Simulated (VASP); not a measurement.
# CsPbCl3 (a cell with a defect) in VASP: single point with PBEsol

Aim: the single point of CsPbCl3 (a cell with a defect) with PBEsol.

Everything below comes from runs of VASP 6.6.1. Logs are shortened: lines on timing, memory, paths and dates and some standing lists are left out, and cuts for length are marked.

## Step 1: The cell of the first run

The cell holds a defect, 40 atoms: a = 11.234 Å, b = 11.234 Å, c = 11.234 Å, α = 90.00°, β = 90.00°, γ = 90.00°.

## Step 2: Single point, PBEsol

INCAR

```
PREC = Accurate
ENCUT = 520
EDIFF = 1E-6
ISMEAR = -1
SIGMA = 0.05
LREAL = Auto
LASPH = True
NELM = 60
ALGO = Normal
ISIF = 2
LWAVE = False
LCHARG = False
GGA = PS
ISYM = 0
NBANDS = 202
```

KPOINTS

```
Automatic mesh
0
Gamma
  1 1 1
  0.25 0.25 0.25
```

POSCAR

```
CsPbCl3
1.0
   11.2343380000      0.0000000000      0.0000000000
    0.0000000000     11.2343380000      0.0000000000
    0.0000000000      0.0000000000     11.2343380000
Cl Cs Pb
24 8 8
Direct
    0.2245360000      0.0722080000      0.0000160000
    0.2099620000      0.3871910000      0.0004410000
    0.2684300000      0.7046690000      0.0005240000
    0.2512890000      0.7438030000      0.5005830000
    0.7524540000      0.2690940000      0.0001360000
    0.6510030000      0.2572370000      0.5001960000
    0.7199530000      0.7392940000      0.0005470000
    0.7599910000      0.7499480000      0.5004500000
    0.9809440000      0.2496610000      0.3053860000
    0.9819490000      0.2498730000      0.6958180000
    0.0010090000      0.7154860000      0.2567680000
    0.0013530000      0.7173490000      0.7432220000
    0.4717550000      0.2405780000      0.2038930000
    0.4724650000      0.2418920000      0.7945290000
    0.5018280000      0.7460100000      0.2621750000
    0.5021840000      0.7457870000      0.7385670000
    0.2557160000      0.0083630000      0.3197920000
    0.2565800000      0.0101590000      0.6799420000
    0.2642090000      0.4845980000      0.3082180000
    0.2638310000      0.4862400000      0.6931800000
    0.7251050000      0.0011180000      0.2660730000
    0.7251850000      0.0016620000      0.7347840000
    0.7321890000      0.5021690000      0.2559350000
    0.7345710000      0.5026730000      0.7437700000
    0.0043180000      0.9759790000      0.5005370000
    0.9493760000      0.5298880000      0.9998020000
    0.0035010000      0.5108430000      0.5007670000
    0.5325890000      0.0022830000      0.0003000000
    0.5114320000      0.9461460000      0.5003560000
    0.5042470000      0.4937300000      0.0004340000
    0.5210400000      0.5505790000      0.5005530000
    0.3447390000      0.2520730000      0.4999430000
    0.2215950000      0.2262310000      0.1889370000
    0.2221590000      0.2270550000      0.8114830000
    0.2502110000      0.7311420000      0.2517880000
    0.2505150000      0.7321080000      0.7492130000
    0.7352310000      0.2500260000      0.2548290000
    0.7357730000      0.2505120000      0.7460800000
    0.7517190000      0.7522080000      0.2484540000
    0.7520890000      0.7529590000      0.7527230000
```

Potentials or basis: VASP PAW PBE potentials, release 64 (Cl, Cs_sv, Pb_d).

Started as:

```console
cat potpaw_PBE.64/Cl/POTCAR potpaw_PBE.64/Cs_sv/POTCAR potpaw_PBE.64/Pb_d/POTCAR > POTCAR
mpirun -np 1 vasp_std > vasp.out
```

OUTCAR:

```text
PREC = Accurate
   ENCUT = 520
   EDIFF = 1E-6
   ISMEAR = -1
   LREAL = Auto
   LASPH = True
   NELM = 60
   ISIF = 2
   GGA = PS
   ISYM = 0

 ion  position               nearest neighbor table
   1  0.225  0.072  0.000-  33 2.74  34 2.74
   2  0.210  0.387  0.000-  34 2.79  33 2.79
   3  0.268  0.705  0.001-  35 2.85  36 2.85
   4  0.251  0.744  0.501-  36 2.80  35 2.80
   5  0.752  0.269  0.000-  38 2.87  37 2.88
   6  0.651  0.257  0.500-  37 2.92  38 2.92
[... 20 lines left out ...]
  27  0.004  0.511  0.501-
  28  0.533  0.002  0.000-
  29  0.511  0.946  0.500-
  30  0.504  0.494  0.000-
  31  0.521  0.551  0.501-
  32  0.345  0.252  0.500-
  33  0.222  0.226  0.189-   1 2.74   2 2.79  13 2.82  17 2.88   9 3.01  19 3.23
  34  0.222  0.227  0.811-   1 2.74   2 2.79  14 2.82  18 2.88  10 3.01  20 3.23
  35  0.250  0.731  0.252-   4 2.80  11 2.81  15 2.83  19 2.85   3 2.85  17 3.21
  36  0.251  0.732  0.749-   4 2.80  12 2.80  16 2.83  20 2.84   3 2.85  18 3.22
  37  0.735  0.250  0.255-  21 2.80   9 2.82  23 2.83   5 2.88   6 2.92  13 3.02
  38  0.736  0.251  0.746-  22 2.80  10 2.82  24 2.83   5 2.87   6 2.92  14 3.01
  39  0.752  0.752  0.248-   7 2.81  15 2.81  23 2.82  21 2.82  11 2.83   8 2.83
  40  0.752  0.753  0.753-   7 2.81  16 2.81  22 2.82  24 2.82  12 2.83   8 2.84

IMPORTANT INFORMATION: All symmetrisations will be switched off!
NOSYMM: (Re-)initialisation of all symmetry stuff for point group C_1.

----------------------------------------------------------------------------------------

                                     Primitive cell

  volume of cell :    1417.8897

  direct lattice vectors                    reciprocal lattice vectors
    11.234338000  0.000000000  0.000000000     0.089012811  0.000000000  0.000000000
     0.000000000 11.234338000  0.000000000     0.000000000  0.089012811  0.000000000
     0.000000000  0.000000000 11.234338000     0.000000000  0.000000000  0.089012811

  length of vectors
    11.234338000 11.234338000 11.234338000     0.089012811  0.089012811  0.089012811

  position of ions in fractional coordinates (direct lattice)
     0.224536000  0.072208000  0.000016000
     0.209962000  0.387191000  0.000441000
     0.268430000  0.704669000  0.000524000
     0.251289000  0.743803000  0.500583000
     0.752454000  0.269094000  0.000136000
     0.651003000  0.257237000  0.500196000
[... 32 lines left out ...]
     0.751719000  0.752208000  0.248454000
     0.752089000  0.752959000  0.752723000

  ion indices of the primitive-cell ions
[... 94 lines left out ...]
   EDIFFG = 0.1E-04   stopping-criterion for IOM
   NSW    =      0    number of steps for IOM
   IBRION =     -1    ionic relax: 0-MD 1-quasi-New 2-CG
   NFREE  =      0    steps in history (QN), initial steepest desc. (CG)
   ISIF   =      2    stress and relaxation
   ISYM   =      0    0-nonsym 1-usesym 2-fastsym
   POTIM  = 0.5000    time-step for ionic-motion
   TEBEG  =    0.0;   TEEND  =   0.0 temperature during run
   PSTRESS=    0.0 pullay stress
   NELECT =     352.0000    total number of electrons
   NUPDOWN=      -1.0000    fix difference up-down
   EMIN   =  10.00;   EMAX   =-10.00  energy-range for DOS
   EFERMI =   0.00;   METHOD = LEGACY
   ISMEAR =    -1;   SIGMA  =   0.05  broadening in eV -4-tet -1-fermi 0-gaus
   EFERMI_NEDOS =   21; number of points for ismear=-14 and -15
   IALGO  =     38    algorithm
   IMIX   =      4    mixing-type and parameters
     AMIX     =   0.40;   BMIX     =  1.00
     AMIX_MAG =   1.60;   BMIX_MAG =  1.00
  volume/ion in A,a.u.               =      35.45       239.21
  Fermi-wavevector in a.u.,A,eV,Ry     =   1.028904  1.944347 14.403721  1.058644
  Thomas-Fermi vector in A             =   2.162924
   LORBIT       =      0    0 simple, 1 ext, 2 COOP (PROOUT), +10 PAW based schemes
   GGA     = PS    functional components
   LHFCALC =     F    Hartree Fock is set to
   AEXX    =    0.0000 exact exchange contribution
   IVDW    =     0    specifies the selected vdW correction
   LEPSILON=     F    determine dielectric tensor
   LRPA    =     F    only Hartree local field effects (RPA)
 non-spin polarized calculation
  energy-cutoff  :      520.00
  volume of cell :     1417.89
 maximum number of plane-waves:     38184
   NGX = 41   NGY = 41   NGZ = 41

 number of electron     352.0000004 magnetization

 Free energy of the ion-electron system (eV)
  ---------------------------------------------------
  ext. energy  EPLUGINS =         0.00000000
  ---------------------------------------------------
  free energy    TOTEN  =      -146.34717007 eV

  energy without entropy =     -146.34717007  energy(sigma->0) =     -146.34717007

 E-fermi :   1.6091     XC(G=0):  -7.9254

 val. band max:        0.3959516049   @ k =  -0.2500  -0.2500   0.2500
 cond. band min:       3.7612846306   @ k =  -0.2500  -0.2500   0.2500
 fundamental gap:      3.3653330257
 Fermi energy:         1.6091376230

 k-point     1 :       0.2500    0.2500    0.2500
  band No.  band energies     occupation
      1     -20.0429      2.00000
      2     -19.5106      2.00000
      3     -19.5058      2.00000
      4     -19.5018      2.00000
      5     -19.4910      2.00000
      6     -19.4461      2.00000
[... 753 lines left out ...]
    187       4.6104      0.00000
    188       4.7869      0.00000
 [bands above 188 left out]

------------------------ aborting loop because EDIFF is reached ----------------------------------------

  FORCE on cell =-STRESS in cart. coord.  units (eV):
  Direction    XX          YY          ZZ          XY          YZ          ZX
  --------------------------------------------------------------------------------------
  -------------------------------------------------------------------------------------
  Total       -3.8538422     -2.9146539     -1.5936727     -0.7693050      0.0018896     -0.0010798
  in kB       -4.3547382     -3.2934807     -1.8008074     -0.8692939      0.0021352     -0.0012201
  external PRESSURE =      -3.1496754 kB  Pullay stress =       0.0000000 kB

 VOLUME and BASIS-vectors are now :
 -----------------------------------------------------------------------------
  energy-cutoff  :      520.00
  volume of cell :     1417.89
      direct lattice vectors                 reciprocal lattice vectors
    11.234338000  0.000000000  0.000000000     0.089012811  0.000000000  0.000000000
     0.000000000 11.234338000  0.000000000     0.000000000  0.089012811  0.000000000
     0.000000000  0.000000000 11.234338000     0.000000000  0.000000000  0.089012811

 POSITION                                       TOTAL-FORCE (eV/Angst)
 -----------------------------------------------------------------------------------
      2.52251      0.81121      0.00018        -0.004278      0.007601     -0.006478
      2.35878      4.34983      0.00495         0.000784     -0.006532      0.009229
      3.01563      7.91649      0.00589         0.008597      0.011787     -0.000712
      2.82307      8.35613      5.62372        -0.009849      0.002901     -0.005519
      8.45332      3.02309      0.00153         0.002243     -0.000937      0.000116
      7.31359      2.88989      5.61937        -0.016849     -0.003340     -0.004061
[... 32 lines left out ...]
      8.44507      8.45056      2.79122        -0.008184     -0.007369      0.007152
      8.44922      8.45900      8.45634        -0.007550     -0.014787     -0.010736
 -----------------------------------------------------------------------------------
    total drift:                                0.001993     -0.000835      0.013315

  FREE ENERGIE OF THE ION-ELECTRON SYSTEM (eV)
  ---------------------------------------------------
  free  energy   TOTEN  =      -146.3471700734 eV

  energy  without entropy=     -146.3471700733  energy(sigma->0) =     -146.34717007
```

OSZICAR:

```text
N       E                     dE             d eps       ncg     rms          rms(c)
DAV:   1     0.356911397879E+04    0.35691E+04   -0.15236E+05  1656   0.158E+03
DAV:   2     0.472023239332E+03   -0.30971E+04   -0.29871E+04  1904   0.376E+02
DAV:   3    -0.124976358366E+03   -0.59700E+03   -0.59212E+03  2208   0.189E+02
[... 11 lines left out ...]
DAV:  15    -0.146347162866E+03   -0.21892E-04   -0.18294E-04  2288   0.394E-02    0.297E-02
DAV:  16    -0.146347169335E+03   -0.64690E-05   -0.81873E-05  2072   0.237E-02    0.192E-02
DAV:  17    -0.146347167089E+03    0.22463E-05   -0.11859E-05  1728   0.103E-02    0.119E-02
DAV:  18    -0.146347168583E+03   -0.14940E-05   -0.68712E-06  1488   0.645E-03    0.497E-03
DAV:  19    -0.146347169696E+03   -0.11135E-05   -0.10407E-06  1072   0.396E-03    0.189E-03
DAV:  20    -0.146347170073E+03   -0.37692E-06   -0.71039E-07  1008   0.273E-03
   1 F= -.14634717E+03 E0= -.14634717E+03  d E =-.681534E-10
```

Wall time 58 min (1 thread of AMD EPYC 7R13 (Zen 3), shared host); peak memory 1.5 GiB.

What came out:

```
Free energy            : -146.3472 eV
Pressure               : -0.3 GPa
Largest force          : 0.020 eV/Å
Band gap on the k mesh : 3.37 eV
```

Forces in eV/Å, atoms in the order of the input:
```
Cl  -0.004  0.008 -0.006
Cl   0.001 -0.007  0.009
Cl   0.009  0.012 -0.001
Cl  -0.010  0.003 -0.006
Cl   0.002 -0.001  0.000
Cl  -0.017 -0.003 -0.004
Cl  -0.004  0.010 -0.005
Cl   0.007 -0.002  0.005
Cl   0.004 -0.001  0.008
Cl   0.003 -0.002 -0.007
Cl  -0.006  0.007  0.002
Cl  -0.007  0.007  0.002
Cl   0.006  0.007  0.007
Cl   0.010  0.006  0.008
Cl   0.004  0.009 -0.006
Cl   0.007  0.012  0.007
Cl   0.001  0.007 -0.005
Cl  -0.003 -0.008  0.003
Cl  -0.001  0.007 -0.003
Cl   0.001 -0.008  0.001
Cl   0.007  0.002  0.001
Cl   0.006 -0.001 -0.002
Cl   0.005 -0.002 -0.003
Cl   0.001 -0.001  0.005
Cs  -0.010  0.003  0.000
Cs  -0.006 -0.018  0.000
Cs  -0.004  0.002  0.000
Cs  -0.003 -0.007 -0.002
Cs   0.009  0.006 -0.001
Cs   0.005  0.001 -0.001
Cs   0.003 -0.005  0.000
Cs   0.000  0.001  0.000
Pb   0.009 -0.006 -0.005
Pb   0.000 -0.008  0.000
Pb   0.005 -0.008 -0.007
Pb   0.000 -0.003  0.015
Pb  -0.009  0.001 -0.002
Pb  -0.007  0.002 -0.003
Pb  -0.008 -0.007  0.007
Pb  -0.008 -0.015 -0.011
```

Levels at points of the mesh, in eV from the valence-band top:
| k point | band 173 | band 174 | band 175 | band 176 | band 177 | band 178 | band 179 | band 180 |
| --- | --- | --- | --- | --- | --- | --- | --- | --- |
| (0.25, 0.25, 0.25) | -0.46 | -0.36 | -0.31 | 0.00 | 3.37 | 3.49 | 3.55 | 3.63 |

Caveat: the k points lie up to 0.56 Å⁻¹ apart; the PAW data sets were made with another functional, which shifts forces and pressure a little; spin-orbit coupling is left out, which moves the levels of the heavy elements.
